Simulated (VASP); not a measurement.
# SbTeS (P4/mmm) in VASP: further runs

Runs on SbTeS. Level: PBE. Tasks: single point, relaxation of cell and atoms.

Program: VASP 6.6.1. These are calculated values, not measurements. Logs are shortened: lines on timing, memory, paths and dates and some standing lists are left out, and cuts for length are marked.

## 1. The cell of the first run

The structure is tetragonal, space group P4/mmm (No. 123). Conventional cell: a = 3.812 Å, b = 3.812 Å, c = 6.184 Å, α = 90.00°, β = 90.00°, γ = 90.00°. Within 4.2 Å of Sb (site symmetry 4/mmm) lie 2 Te at 3.09 Å and 4 Sb at 3.81 Å and 8 S at 4.10 Å. Within 3.6 Å of Te (site symmetry 4/mmm) lie 4 S at 2.70 Å and 2 Sb at 3.09 Å. S (site symmetry 4/mmm) has 4 Te at 2.70 Å within 3.6 Å.

The cell was built from a structure type or drawn by symmetry, and may not be a known phase.

## 2. Single point, PBE

The input, INCAR:

```
ALGO     = Normal         # electronic algorithm
EDIFF    = 1E-6           # SCF threshold, eV
ENCUT    = 520            # plane-wave cutoff, eV
GGA      = PE             # functional
ISIF     = 2              # what is computed and relaxed
ISMEAR   = 0              # smearing method
LASPH    = T              # aspherical terms in the spheres
LCHARG   = T              # write CHGCAR
LELF     = T              # ELF
LREAL    = F              # projectors in reciprocal space
LVHAR    = T            
LWAVE    = F              # write WAVECAR
NBANDS   = 16             # bands
NELM     = 60             # most SCF steps
PREC     = Accurate       # precision mode
SIGMA    = 0.1            # smearing width, eV
```

The input, KPOINTS:

```
k-points
0
Gamma
  4 4 4
```

The input, POSCAR:

```
SbTeS
1.0
    3.8116432187      0.0000000000      0.0000000000
    0.0000000000      3.8116432187      0.0000000000
    0.0000000000      0.0000000000      6.1841315627
Sb Te S
1 1 1
Direct
    0.5000000000      0.5000000000      0.5000000000
    0.5000000000      0.5000000000      0.0000000000
    0.0000000000      0.0000000000      0.0000000000
```

Potentials or basis: VASP PAW PBE potentials, release 64 (Sb, Te, S).

Started as:

```sh
> cat potpaw_PBE.64/Sb/POTCAR potpaw_PBE.64/Te/POTCAR potpaw_PBE.64/S/POTCAR > POTCAR
> mpirun -np 1 vasp_std > vasp.out
```

OUTCAR:

```text
EDIFF = 1E-6
   ENCUT = 520
   GGA = PE
   ISIF = 2
   ISMEAR = 0
   LASPH = T
   LREAL = F
   NELM = 60
   PREC = Accurate

 ion  position               nearest neighbor table
   1  0.500  0.500  0.500-   2 3.09   2 3.09
   2  0.500  0.500  0.000-   3 2.70   3 2.70   3 2.70   3 2.70   1 3.09   1 3.09
   3  0.000  0.000  0.000-   2 2.70   2 2.70   2 2.70   2 2.70

  LATTYP: Found a simple tetragonal cell.
 ALAT       =     3.8116432187
 C/A-ratio  =     1.6224319035

  Lattice vectors:

 A1 = (   3.8116432187,   0.0000000000,   0.0000000000)
 A2 = (   0.0000000000,   3.8116432187,   0.0000000000)
 A3 = (   0.0000000000,   0.0000000000,   6.1841315627)

Analysis of symmetry for initial positions (statically):
=====================================================================
 Subroutine PRICEL returns:
 Original cell was already a primitive cell.

 Routine SETGRP: Setting up the symmetry group for a
 simple tetragonal supercell.

 Subroutine GETGRP returns: Found 16 space group operations
 (whereof 16 operations were pure point group operations)
 out of a pool of 16 trial point group operations.

The static configuration has the point symmetry D_4h.

Analysis of symmetry for dynamics (positions and initial velocities):
=====================================================================
 Subroutine PRICEL returns:
 Original cell was already a primitive cell.

 Routine SETGRP: Setting up the symmetry group for a
 simple tetragonal supercell.

 Subroutine GETGRP returns: Found 16 space group operations
 (whereof 16 operations were pure point group operations)
 out of a pool of 16 trial point group operations.

The dynamic configuration has the point symmetry D_4h.

 Subroutine INISYM returns: Found 16 space group operations
 (whereof 16 operations are pure point group operations),
 and found     1 'primitive' translations

----------------------------------------------------------------------------------------

                                     Primitive cell

  volume of cell :      89.8469

  direct lattice vectors                    reciprocal lattice vectors
     3.811643219  0.000000000  0.000000000     0.262354041  0.000000000  0.000000000
     0.000000000  3.811643219  0.000000000     0.000000000  0.262354041  0.000000000
     0.000000000  0.000000000  6.184131563     0.000000000  0.000000000  0.161704192

  length of vectors
     3.811643219  3.811643219  6.184131563     0.262354041  0.262354041  0.161704192

  position of ions in fractional coordinates (direct lattice)
     0.500000000  0.500000000  0.500000000
     0.500000000  0.500000000  0.000000000
     0.000000000  0.000000000  0.000000000

  ion indices of the primitive-cell ions
   primitive index   ion index
                 1           1
                 2           2
                 3           3

----------------------------------------------------------------------------------------

 KPOINTS: k-points

Automatic generation of k-mesh.
 Grid dimensions read from file:
 generate k-points for:    4    4    4

 Generating k-lattice:

  Cartesian coordinates                     Fractional coordinates (reciprocal lattice)
     0.065588510  0.000000000  0.000000000     0.250000000  0.000000000  0.000000000
     0.000000000  0.065588510  0.000000000     0.000000000  0.250000000  0.000000000
     0.000000000  0.000000000  0.040426048     0.000000000  0.000000000  0.250000000

  Length of vectors
     0.065588510  0.065588510  0.040426048

  Shift w.r.t. Gamma in fractional coordinates (k-lattice)
     0.000000000  0.000000000  0.000000000

 Subroutine IBZKPT returns following result:
 ===========================================

 Found     18 irreducible k-points:

 Following reciprocal coordinates:
            Coordinates               Weight
  0.000000  0.000000  0.000000      1.000000
  0.250000  0.000000  0.000000      4.000000
  0.500000  0.000000  0.000000      2.000000
  0.250000  0.250000  0.000000      4.000000
  0.500000  0.250000  0.000000      4.000000
  0.500000  0.500000  0.000000      1.000000
[... 10 lines left out ...]
  0.500000  0.250000  0.500000      4.000000
  0.500000  0.500000  0.500000      1.000000
   k-points           NKPTS =     18   k-points in BZ     NKDIM =     18   number of bands    NBANDS=     16
   number of dos      NEDOS =    301   number of ions     NIONS =      3
   total plane-waves  NPLWV =  37632
   dimension x,y,z NGX =    28 NGY =   28 NGZ =   48
   dimension x,y,z NGXF=    56 NGYF=   56 NGZF=   96
   ions per type =               1   1   1
   NGX,Y,Z   is equivalent  to a cutoff of  12.21, 12.21, 12.90 a.u.
   NGXF,Y,Z  is equivalent  to a cutoff of  24.42, 24.42, 25.81 a.u.
 SYSTEM =  unknown system
   PREC   = accura    normal or accurate (medium, high low for compatibility)
   ISTART =      0    job   : 0-new  1-cont  2-samecut
   ICHARG =      2    charge: 1-file 2-atom 10-const
   ISPIN  =      1    spin polarized calculation?
   LNONCOLLINEAR =      F non collinear calculations
   LSORBIT =      F    spin-orbit coupling
   LASPH  =      T    aspherical Exc in radial PAW
   ENCUT  =  520.0 eV  38.22 Ry    6.18 a.u.   7.09  7.09 11.50*2*pi/ulx,y,z
   NELM   =     60;   NELMIN=  2; NELMDL= -5     # of ELM steps
   EDIFF  = 0.1E-05   stopping-criterion for ELM
   LREAL  =      F    real-space projection
   EDIFFG = 0.1E-04   stopping-criterion for IOM
   NSW    =      0    number of steps for IOM
   IBRION =     -1    ionic relax: 0-MD 1-quasi-New 2-CG
   NFREE  =      0    steps in history (QN), initial steepest desc. (CG)
   ISIF   =      2    stress and relaxation
   ISYM   =      2    0-nonsym 1-usesym 2-fastsym
   POTIM  = 0.5000    time-step for ionic-motion
   TEBEG  =    0.0;   TEEND  =   0.0 temperature during run
   PSTRESS=    0.0 pullay stress
   NELECT =      17.0000    total number of electrons
   NUPDOWN=      -1.0000    fix difference up-down
   EMIN   =  10.00;   EMAX   =-10.00  energy-range for DOS
   EFERMI =   0.00;   METHOD = LEGACY
   ISMEAR =     0;   SIGMA  =   0.10  broadening in eV -4-tet -1-fermi 0-gaus
   EFERMI_NEDOS =   21; number of points for ismear=-14 and -15
   IALGO  =     38    algorithm
   IMIX   =      4    mixing-type and parameters
     AMIX     =   0.40;   BMIX     =  1.00
     AMIX_MAG =   1.60;   BMIX_MAG =  1.00
  volume/ion in A,a.u.               =      29.95       202.11
  Fermi-wavevector in a.u.,A,eV,Ry     =   0.939846  1.776052 12.018171  0.883311
  Thomas-Fermi vector in A             =   2.067199
   LORBIT       =      0    0 simple, 1 ext, 2 COOP (PROOUT), +10 PAW based schemes
   GGA     = PE    functional components
   LHFCALC =     F    Hartree Fock is set to
   AEXX    =    0.0000 exact exchange contribution
   IVDW    =     0    specifies the selected vdW correction
   LEPSILON=     F    determine dielectric tensor
   LRPA    =     F    only Hartree local field effects (RPA)
 non-spin polarized calculation
 Gauss-broadening in eV      SIGMA  =   0.10
  energy-cutoff  :      520.00
  volume of cell :       89.85
 maximum number of plane-waves:      2446
   NGX = 15   NGY = 15   NGZ = 23

 number of electron      16.9999996 magnetization

 Free energy of the ion-electron system (eV)
  ---------------------------------------------------
  ext. energy  EPLUGINS =         0.00000000
  ---------------------------------------------------
  free energy    TOTEN  =       -10.22699401 eV

  energy without entropy =      -10.21881653  energy(sigma->0) =      -10.22290527

 E-fermi :   5.2037     XC(G=0):  -9.0869

 val. band max:        5.1654435445   @ k =   0.2500   0.2500   0.0000
 cond. band min:       5.2284462772   @ k =   0.5000   0.2500   0.5000
 fundamental gap:      0.0630027327
 Fermi energy:         5.2037280889

 k-point     1 :       0.0000    0.0000    0.0000
  band No.  band energies     occupation
      1      -9.8101      2.00000
      2      -4.2508      2.00000
      3      -2.6641      2.00000
      4      -0.3822      2.00000
      5       0.6176      2.00000
      6       0.6176      2.00000
[... 8 lines left out ...]
     15      12.3523      0.00000
     16      12.3523      0.00000

 k-point     2 :       0.2500    0.0000    0.0000
  band No.  band energies     occupation
      1      -9.2590      2.00000
      2      -5.2594      2.00000
      3      -3.0598      2.00000
      4       0.1006      2.00000
      5       1.2469      2.00000
      6       1.9070      2.00000
[... 8 lines left out ...]
     15      12.2781      0.00000
     16      12.8977      0.00000

 k-point     3 :       0.5000    0.0000    0.0000
  band No.  band energies     occupation
      1      -8.0015      2.00000
      2      -7.1785      2.00000
      3      -2.7447      2.00000
      4       0.9286      2.00000
      5       2.6050      2.00000
      6       2.7246      2.00000
[... 8 lines left out ...]
     15      13.6910      0.00000
     16      14.0856      0.00000

 k-point     4 :       0.2500    0.2500    0.0000
  band No.  band energies     occupation
      1      -8.7417      2.00000
      2      -5.6096      2.00000
      3      -2.7581      2.00000
      4      -0.7709      2.00000
      5       0.5378      2.00000
      6       2.5855      2.00000
[... 8 lines left out ...]
     15      12.3536      0.00000
     16      12.4835      0.00000

 k-point     5 :       0.5000    0.2500    0.0000
  band No.  band energies     occupation
      1      -7.6740      2.00000
      2      -6.7534      2.00000
      3      -2.4009      2.00000
      4      -0.2610      2.00000
      5       0.1228      2.00000
      6       1.2271      2.00000
[... 8 lines left out ...]
     15      11.1477      0.00000
     16      15.0681      0.00000

 k-point     6 :       0.5000    0.5000    0.0000
  band No.  band energies     occupation
      1      -7.2621      2.00000
      2      -6.1567      2.00000
      3      -1.9217      2.00000
      4      -1.7327      2.00000
      5      -1.7327      2.00000
      6       1.5822      2.00000
[... 8 lines left out ...]
     15      10.3844      0.00000
     16      15.0292      0.00000
[... 153 lines left out ...]
 k-point    15 :       0.5000    0.0000    0.5000
  band No.  band energies     occupation
      1      -7.9965      2.00000
      2      -7.0656      2.00000
      3      -3.5072      2.00000
      4       1.8318      2.00000
      5       2.6072      2.00000
      6       3.7163      2.00000
[... 8 lines left out ...]
     15      13.8426      0.00000
     16      13.9060      0.00000

 k-point    16 :       0.2500    0.2500    0.5000
  band No.  band energies     occupation
      1      -8.7108      2.00000
      2      -5.4659      2.00000
      3      -3.6153      2.00000
      4      -0.7356      2.00000
      5       2.4027      2.00000
      6       2.6144      2.00000
[... 8 lines left out ...]
     15      12.4030      0.00000
     16      12.6589      0.00000

 k-point    17 :       0.5000    0.2500    0.5000
  band No.  band energies     occupation
      1      -7.6703      2.00000
      2      -6.6326      2.00000
      3      -3.1829      2.00000
      4      -0.2117      2.00000
      5       0.1220      2.00000
      6       2.2879      2.00000
[... 8 lines left out ...]
     15      12.3823      0.00000
     16      12.8636      0.00000

 k-point    18 :       0.5000    0.5000    0.5000
  band No.  band energies     occupation
      1      -7.2606      2.00000
      2      -6.0173      2.00000
      3      -2.7812      2.00000
      4      -1.6923      2.00000
      5      -1.6923      2.00000
      6       3.2146      2.00000
[... 8 lines left out ...]
     15      10.9933      0.00000
     16      12.9439      0.00000

------------------------ aborting loop because EDIFF is reached ----------------------------------------

  FORCE on cell =-STRESS in cart. coord.  units (eV):
  Direction    XX          YY          ZZ          XY          YZ          ZX
  --------------------------------------------------------------------------------------
  -------------------------------------------------------------------------------------
  Total       -0.1056851     -0.1056851     -0.0525979      0.0000000      0.0000000     -0.0000000
  in kB       -1.8846086     -1.8846086     -0.9379419      0.0000000      0.0000000     -0.0000000
  external PRESSURE =      -1.5690530 kB  Pullay stress =       0.0000000 kB

 VOLUME and BASIS-vectors are now :
 -----------------------------------------------------------------------------
  energy-cutoff  :      520.00
  volume of cell :       89.85
      direct lattice vectors                 reciprocal lattice vectors
     3.811643219  0.000000000  0.000000000     0.262354041  0.000000000  0.000000000
     0.000000000  3.811643219  0.000000000     0.000000000  0.262354041  0.000000000
     0.000000000  0.000000000  6.184131563     0.000000000  0.000000000  0.161704192

 POSITION                                       TOTAL-FORCE (eV/Angst)
 -----------------------------------------------------------------------------------
      1.90582      1.90582      3.09207         0.000000      0.000000      0.000000
      1.90582      1.90582      0.00000         0.000000      0.000000      0.000000
      0.00000      0.00000      0.00000         0.000000      0.000000      0.000000
 -----------------------------------------------------------------------------------
    total drift:                               -0.000000      0.000000     -0.000000

  FREE ENERGIE OF THE ION-ELECTRON SYSTEM (eV)
  ---------------------------------------------------
  free  energy   TOTEN  =       -10.2269940135 eV

  energy  without entropy=      -10.2188165285  energy(sigma->0) =      -10.22290527
```

Run time: 10 s. Hardware: 1 thread of Intel Xeon 6975P-C (Granite Rapids), shared host; peak memory 0.19 GiB.

What came out:

```
Free energy            : -10.2270 eV
Pressure               : -0.2 GPa
Band gap on the k mesh : zero (an odd number of electrons rules out a gap without spin polarisation)
```

Caveat: the k points lie up to 0.41 Å⁻¹ apart, too coarse for converged energies and pressures of a metal; spin-orbit coupling is left out, which moves the levels of the heavy elements.

[end of part 1 of 2]
